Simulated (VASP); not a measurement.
# LiF (Griceite): single point with PBEsol

The system is LiF (Griceite).

```
F Li
1.0
     0.00000    2.00048    2.00048
     2.00048    0.00000    2.00048
     2.00048    2.00048    0.00000
F Li
1 1
Direct
  0.50000 0.50000 0.50000
  0.00000 0.00000 0.00000
```

This cell differs from its parent crystal: volume scaled by 0.98.

```yaml
Program: VASP 6.6.1
Task: single point
Functional: PBEsol
Potentials_or_basis: VASP PAW PBE potentials, release 64 (F, Li_sv)
Cutoff: 520 eV
k_mesh: 11 × 11 × 11
Occupations: fermi-dirac, width 0.05 eV
Spin: no spin polarisation
Dipole_correction: no
Further_INCAR_settings: ALGO = Normal; EDIFF = 1e-07; NBANDS = 12
```

| Property | Result |
| --- | --- |
| Band gap on the k mesh | 9.10 eV, direct |

Levels at points of the mesh, in eV from the valence-band top:
| k point | band 3 | band 4 | band 5 | band 6 | band 7 | band 8 |
| --- | --- | --- | --- | --- | --- | --- |
| (0.00, 0.00, 0.00) | 0.00 | 0.00 | 0.00 | 9.10 | 24.09 | 24.09 |

It took 7.7 s on 1 thread of Intel(R) Xeon(R) Platinum 8259CL CPU @ 2.50GHz (Skylake/Cascade Lake), on a shared host, peak memory 0.13 GiB.

 A k mesh can miss the band edges.
